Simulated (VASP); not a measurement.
# TiO2 (rutile type): density of states with PBEsol

TiO2 (rutile type):

```
Ti O
1.0
     4.59101    0.00000    0.00000
     0.00000    4.59101    0.00000
     0.00000    0.00000    2.93904
Ti O
2 4
Cartesian
  0.0000 0.0000 0.0000
  2.2955 2.2955 1.4695
  1.3976 1.3976 0.0000
  3.1934 3.1934 0.0000
  3.6931 0.8979 1.4695
  0.8979 3.6931 1.4695
```

```yaml
Program: VASP 6.6.1
Task: density of states
Functional: PBEsol
Potentials_or_basis: VASP PAW PBE potentials, release 64 (Ti_sv, O)
Cutoff: 520 eV
k_mesh: 8 × 8 × 11
Occupations: fermi-dirac, width 0.05 eV
Spin: no spin polarisation
Dipole_correction: no
k_mesh_for_the_DOS: 12 × 12 × 17
Occupations_for_the_DOS: tetrahedron
Further_INCAR_settings: ALGO = Normal; EDIFF = 1e-06; NBANDS = 33
```

```json
{"Valence electrons inside the program's atomic spheres": "Ti 10.28; O 5.05"}
```

Levels at points of the mesh, in eV from the valence-band top:
```csv
k point,band 20,band 21,band 22,band 23,band 24,band 25,band 26,band 27,band 28,band 29
"(0.00, 0.00, 0.00)",-1.97,-0.68,-0.46,-0.46,0.00,1.84,2.12,2.42,2.51,2.51
"(0.50, 0.00, 0.00)",-3.10,-1.63,-1.63,-0.76,-0.76,2.52,2.52,3.05,3.05,3.61
"(0.50, 0.50, 0.00)",-2.25,-1.29,-1.29,-1.08,-1.08,1.88,1.88,2.54,2.54,3.89
```

Wall time 2.6 min on 1 thread of Intel(R) Xeon(R) 6975P-C (Granite Rapids) (shared host), peak memory 0.47 GiB.
